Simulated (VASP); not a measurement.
Input of a VASP 6.6.1 run:

POSCAR

```
SnO
1.0
    0.0000000000      2.7082147176      2.7082147176
    2.7082147176      0.0000000000      2.7082147176
    2.7082147176      2.7082147176      0.0000000000
Sn O
1 1
Direct
    0.0000000000      0.0000000000      0.0000000000
    0.2500000000      0.2500000000      0.2500000000
```

INCAR.step1

```
SYSTEM = SnO
PREC = Accurate ; ENCUT = 520
EDIFF = 1E-5 ; ISMEAR = -1
SIGMA = 0.02 ; LREAL = .False.
LASPH = .True. ; NELM = 80
ALGO = Normal ; ISIF = 2
LWAVE = .True. ; LCHARG = .False.
GGA = PE ; NBANDS = 17
```

The input INCAR.step2:

```
SYSTEM = SnO
PREC = Accurate ; ENCUT = 520
EDIFF = 1E-7 ; ISMEAR = -1
SIGMA = 0.02 ; LREAL = .False.
LASPH = .True. ; NELM = 80
ALGO = Normal ; ISIF = 2
LWAVE = .False. ; LCHARG = .False.
GGA = PE ; LHFCALC = .True.
HFSCREEN = 0.2079 ; PRECFOCK = Normal
ISTART = 1 ; NBANDS = 17
```

KPOINTS

```
Automatic mesh
0
Gamma
  4 4 4
  0 0 0
```

Potentials or basis: VASP PAW PBE potentials, release 64 (Sn_d, O).

The run is started by

```sh
$ cat potpaw_PBE.64/Sn_d/POTCAR potpaw_PBE.64/O/POTCAR > POTCAR
$ cp INCAR.step1 INCAR
$ mpirun -np 1 vasp_std > vasp.out
$ cp INCAR.step2 INCAR
$ mpirun -np 1 vasp_std > vasp.out
```

(1) What does it give for the pressure?

(2) Estimate the band gap on the k mesh.

## Answers

(1) -0.7 GPa.

(2) zero (band 10 reaches 5.95 eV, above the bottom of band 11 at 5.72 eV).

Caveat: the k points lie up to 0.50 Å⁻¹ apart; the PAW data sets were made with another functional, which shifts forces and pressure a little; spin-orbit coupling is left out, which moves the levels of the heavy elements.
